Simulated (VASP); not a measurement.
# Cs (Fm-3m) in VASP: settings compared

Cs is run at these levels: LDA, r2SCAN; tasks: single point.

All numbers are computed with VASP 6.6.1; they aren't measurements. Logs are shortened: lines on timing, memory, paths and dates and some standing lists are left out, and cuts for length are marked.

## Step 1: The cell of the first run

Symmetry: Fm-3m, No. 225, cubic system. Conventional cell: a = 7.949 Å, b = 7.949 Å, c = 7.949 Å, α = 90.00°, β = 90.00°, γ = 90.00°.

This isn't the form of Cs at room conditions, which is bcc.

## Step 2: Single point, LDA

INCAR

```
ALGO = Normal
EDIFF = 1E-6
ENCUT = 520
ISIF = 2
ISMEAR = -1
LASPH = T
LCHARG = F
LREAL = F
LWAVE = F
NBANDS = 10
NELM = 60
PREC = Accurate
SIGMA = 0.05
```

KPOINTS

```
k-points
0
Gamma
  6 6 6
```

POSCAR

```
Cs
1.0
    0.0000000000      3.9744844209      3.9744844209
    3.9744844209      0.0000000000      3.9744844209
    3.9744844209      3.9744844209      0.0000000000
Cs
1
Direct
    0.0000000000      0.0000000000      0.0000000000
```

Potentials or basis: VASP PAW LDA potentials, release 64 (Cs_sv).

Started as:

```
$ cat potpaw_LDA.64/Cs_sv/POTCAR > POTCAR
$ mpirun -np 1 vasp_std > vasp.out
```

OUTCAR:

```text
EDIFF = 1E-6
   ENCUT = 520
   ISIF = 2
   ISMEAR = -1
   LASPH = T
   LREAL = F
   NELM = 60
   PREC = Accurate

 ion  position               nearest neighbor table
   1  0.000  0.000  0.000-

  LATTYP: Found a face centered cubic cell.
 ALAT       =     7.9489688418

  Lattice vectors:

 A1 = (   0.0000000000,   3.9744844209,   3.9744844209)
 A2 = (   3.9744844209,   0.0000000000,   3.9744844209)
 A3 = (   3.9744844209,   3.9744844209,   0.0000000000)

Analysis of symmetry for initial positions (statically):
=====================================================================
 Subroutine PRICEL returns:
 Original cell was already a primitive cell.

 Routine SETGRP: Setting up the symmetry group for a
 face centered cubic supercell.

 Subroutine GETGRP returns: Found 48 space group operations
 (whereof 48 operations were pure point group operations)
 out of a pool of 48 trial point group operations.

The static configuration has the point symmetry O_h .

Analysis of symmetry for dynamics (positions and initial velocities):
=====================================================================
 Subroutine PRICEL returns:
 Original cell was already a primitive cell.

 Routine SETGRP: Setting up the symmetry group for a
 face centered cubic supercell.

 Subroutine GETGRP returns: Found 48 space group operations
 (whereof 48 operations were pure point group operations)
 out of a pool of 48 trial point group operations.

The dynamic configuration has the point symmetry O_h .

 Subroutine INISYM returns: Found 48 space group operations
 (whereof 48 operations are pure point group operations),
 and found     1 'primitive' translations

----------------------------------------------------------------------------------------

                                     Primitive cell

  volume of cell :     125.5661

  direct lattice vectors                    reciprocal lattice vectors
     0.000000000  3.974484421  3.974484421    -0.125802481  0.125802481  0.125802481
     3.974484421  0.000000000  3.974484421     0.125802481 -0.125802481  0.125802481
     3.974484421  3.974484421  0.000000000     0.125802481  0.125802481 -0.125802481

  length of vectors
     5.620769771  5.620769771  5.620769771     0.217896288  0.217896288  0.217896288

  position of ions in fractional coordinates (direct lattice)
     0.000000000  0.000000000  0.000000000

  ion indices of the primitive-cell ions
   primitive index   ion index
                 1           1

----------------------------------------------------------------------------------------

 KPOINTS: k-points

Automatic generation of k-mesh.
 Grid dimensions read from file:
 generate k-points for:    6    6    6

 Generating k-lattice:

  Cartesian coordinates                     Fractional coordinates (reciprocal lattice)
    -0.020967080  0.020967080  0.020967080     0.166666667  0.000000000  0.000000000
     0.020967080 -0.020967080  0.020967080     0.000000000  0.166666667  0.000000000
     0.020967080  0.020967080 -0.020967080     0.000000000  0.000000000  0.166666667

  Length of vectors
     0.036316048  0.036316048  0.036316048

  Shift w.r.t. Gamma in fractional coordinates (k-lattice)
     0.000000000  0.000000000  0.000000000

 Subroutine IBZKPT returns following result:
 ===========================================

 Found     16 irreducible k-points:

 Following reciprocal coordinates:
            Coordinates               Weight
  0.000000  0.000000  0.000000      1.000000
  0.166667  0.000000  0.000000      8.000000
  0.333333  0.000000  0.000000      8.000000
  0.500000  0.000000  0.000000      4.000000
  0.166667  0.166667  0.000000      6.000000
  0.333333  0.166667  0.000000     24.000000
[... 8 lines left out ...]
 -0.333333  0.333333  0.166667     24.000000
 -0.333333  0.500000  0.166667     12.000000
   k-points           NKPTS =     16   k-points in BZ     NKDIM =     16   number of bands    NBANDS=     10
   number of dos      NEDOS =    301   number of ions     NIONS =      1
   total plane-waves  NPLWV =  74088
   dimension x,y,z NGX =    42 NGY =   42 NGZ =   42
   dimension x,y,z NGXF=    84 NGYF=   84 NGZF=   84
   ions per type =               1
   NGX,Y,Z   is equivalent  to a cutoff of  12.42, 12.42, 12.42 a.u.
   NGXF,Y,Z  is equivalent  to a cutoff of  24.84, 24.84, 24.84 a.u.
 SYSTEM =  unknown system
   PREC   = accura    normal or accurate (medium, high low for compatibility)
   ISTART =      0    job   : 0-new  1-cont  2-samecut
   ICHARG =      2    charge: 1-file 2-atom 10-const
   ISPIN  =      1    spin polarized calculation?
   LNONCOLLINEAR =      F non collinear calculations
   LSORBIT =      F    spin-orbit coupling
   LASPH  =      T    aspherical Exc in radial PAW
   ENCUT  =  520.0 eV  38.22 Ry    6.18 a.u.  10.45 10.45 10.45*2*pi/ulx,y,z
   NELM   =     60;   NELMIN=  2; NELMDL= -5     # of ELM steps
   EDIFF  = 0.1E-05   stopping-criterion for ELM
   LREAL  =      F    real-space projection
   EDIFFG = 0.1E-04   stopping-criterion for IOM
   NSW    =      0    number of steps for IOM
   IBRION =     -1    ionic relax: 0-MD 1-quasi-New 2-CG
   NFREE  =      0    steps in history (QN), initial steepest desc. (CG)
   ISIF   =      2    stress and relaxation
   ISYM   =      2    0-nonsym 1-usesym 2-fastsym
   POTIM  = 0.5000    time-step for ionic-motion
   TEBEG  =    0.0;   TEEND  =   0.0 temperature during run
   PSTRESS=    0.0 pullay stress
   NELECT =       9.0000    total number of electrons
   NUPDOWN=      -1.0000    fix difference up-down
   EMIN   =  10.00;   EMAX   =-10.00  energy-range for DOS
   EFERMI =   0.00;   METHOD = LEGACY
   ISMEAR =    -1;   SIGMA  =   0.05  broadening in eV -4-tet -1-fermi 0-gaus
   EFERMI_NEDOS =   21; number of points for ismear=-14 and -15
   IALGO  =     38    algorithm
   IMIX   =      4    mixing-type and parameters
     AMIX     =   0.40;   BMIX     =  1.00
     AMIX_MAG =   1.60;   BMIX_MAG =  1.00
  volume/ion in A,a.u.               =     125.57       847.36
  Fermi-wavevector in a.u.,A,eV,Ry     =   0.680035  1.285081  6.291989  0.462448
  Thomas-Fermi vector in A             =   1.758408
   LORBIT       =      0    0 simple, 1 ext, 2 COOP (PROOUT), +10 PAW based schemes
   GGA     = CA    functional components
   LHFCALC =     F    Hartree Fock is set to
   AEXX    =    0.0000 exact exchange contribution
   IVDW    =     0    specifies the selected vdW correction
   LEPSILON=     F    determine dielectric tensor
   LRPA    =     F    only Hartree local field effects (RPA)
 non-spin polarized calculation
  energy-cutoff  :      520.00
  volume of cell :      125.57
 maximum number of plane-waves:      3402
 NGX is ok and might be reduce to    42
   NGX = 21   NGY = 21   NGZ = 21

 number of electron       9.0000002 magnetization

 Free energy of the ion-electron system (eV)
  ---------------------------------------------------
  ext. energy  EPLUGINS =         0.00000000
  ---------------------------------------------------
  free energy    TOTEN  =        -0.94338952 eV

  energy without entropy =       -0.92873092  energy(sigma->0) =       -0.93606022

 E-fermi :   0.0558     XC(G=0):  -5.3215

 val. band max:        0.0437230409   @ k =   0.5000   0.0000   0.0000
 cond. band min:       0.1706652850   @ k =   0.5000   0.1667   0.0000
 fundamental gap:      0.1269422442
 Fermi energy:         0.0558207585

 k-point     1 :       0.0000    0.0000    0.0000
  band No.  band energies     occupation
      1     -23.7956      2.00000
      2     -10.5434      2.00000
      3     -10.5434      2.00000
      4     -10.5434      2.00000
      5      -1.5129      2.00000
      6       2.4180      0.00000
      7       2.4180      0.00000
      8       2.4180      0.00000
      9       3.3999      0.00000
     10       3.3999      0.00000

 k-point     2 :       0.1667    0.0000    0.0000
  band No.  band energies     occupation
      1     -23.7947      2.00000
      2     -10.5696      2.00000
      3     -10.5470      2.00000
      4     -10.5470      2.00000
      5      -1.2498      2.00000
      6       2.0045      0.00000
      7       2.5108      0.00000
      8       2.5108      0.00000
      9       3.2614      0.00000
     10       3.2614      0.00000

 k-point     3 :       0.3333    0.0000    0.0000
  band No.  band energies     occupation
      1     -23.7927      2.00000
      2     -10.6207      2.00000
      3     -10.5542      2.00000
      4     -10.5542      2.00000
      5      -0.5615      1.99999
      6       1.3352      0.00000
      7       2.4130      0.00000
      8       2.4130      0.00000
      9       3.6012      0.00000
     10       3.6012      0.00000

 k-point     4 :       0.5000    0.0000    0.0000
  band No.  band energies     occupation
      1     -23.7917      2.00000
      2     -10.6457      2.00000
      3     -10.5578      2.00000
      4     -10.5578      2.00000
      5       0.0437      1.12039
      6       0.8407      0.00000
      7       2.2996      0.00000
      8       2.2996      0.00000
      9       4.1291      0.00000
     10       4.1359      0.00000
[... 118 lines left out ...]
 k-point    14 :       0.5000    0.3333    0.1667
  band No.  band energies     occupation
      1     -23.7914      2.00000
      2     -10.6198      2.00000
      3     -10.5853      2.00000
      4     -10.5666      2.00000
      5       0.0201      1.34307
      6       1.3392      0.00000
      7       1.5754      0.00000
      8       2.7227      0.00000
      9       3.3139      0.00000
     10       4.0426      0.00000

 k-point    15 :      -0.3333    0.3333    0.1667
  band No.  band energies     occupation
      1     -23.7907      2.00000
      2     -10.6230      2.00000
      3     -10.5976      2.00000
      4     -10.5725      2.00000
      5       0.7612      0.00000
      6       0.8579      0.00000
      7       1.4943      0.00000
      8       2.4357      0.00000
      9       3.4070      0.00000
     10       4.2034      0.00000

 k-point    16 :      -0.3333    0.5000    0.1667
  band No.  band energies     occupation
      1     -23.7904      2.00000
      2     -10.6253      2.00000
      3     -10.5960      2.00000
      4     -10.5818      2.00000
      5       0.7292      0.00000
      6       1.1972      0.00000
      7       1.3345      0.00000
      8       2.2926      0.00000
      9       4.0551      0.00000
     10       4.0711      0.00000

------------------------ aborting loop because EDIFF is reached ----------------------------------------

  FORCE on cell =-STRESS in cart. coord.  units (eV):
  Direction    XX          YY          ZZ          XY          YZ          ZX
  --------------------------------------------------------------------------------------
  -------------------------------------------------------------------------------------
  Total       -0.3189321     -0.3189321     -0.3189321      0.0000000      0.0000000      0.0000000
  in kB       -4.0694561     -4.0694561     -4.0694561      0.0000000      0.0000000      0.0000000
  external PRESSURE =      -4.0694561 kB  Pullay stress =       0.0000000 kB

 VOLUME and BASIS-vectors are now :
 -----------------------------------------------------------------------------
  energy-cutoff  :      520.00
  volume of cell :      125.57
      direct lattice vectors                 reciprocal lattice vectors
     0.000000000  3.974484421  3.974484421    -0.125802481  0.125802481  0.125802481
     3.974484421  0.000000000  3.974484421     0.125802481 -0.125802481  0.125802481
     3.974484421  3.974484421  0.000000000     0.125802481  0.125802481 -0.125802481

 POSITION                                       TOTAL-FORCE (eV/Angst)
 -----------------------------------------------------------------------------------
      0.00000      0.00000      0.00000        -0.000000     -0.000000     -0.000000
 -----------------------------------------------------------------------------------
    total drift:                                0.000000     -0.000000     -0.000000

  FREE ENERGIE OF THE ION-ELECTRON SYSTEM (eV)
  ---------------------------------------------------
  free  energy   TOTEN  =        -0.9433895247 eV

  energy  without entropy=       -0.9287309204  energy(sigma->0) =       -0.93606022
```

Wall time 18 s (1 thread of Intel Xeon 8259CL, shared host); peak memory 0.2 GiB.

What came out:

- Free energy: -0.9434 eV
- Pressure: -0.4 GPa
- Band gap on the k mesh: zero (an odd number of electrons rules out a gap without spin polarisation)

Caveat: spin-orbit coupling is left out, which moves the levels of the heavy elements.

(Continued in part 2 of 2.)
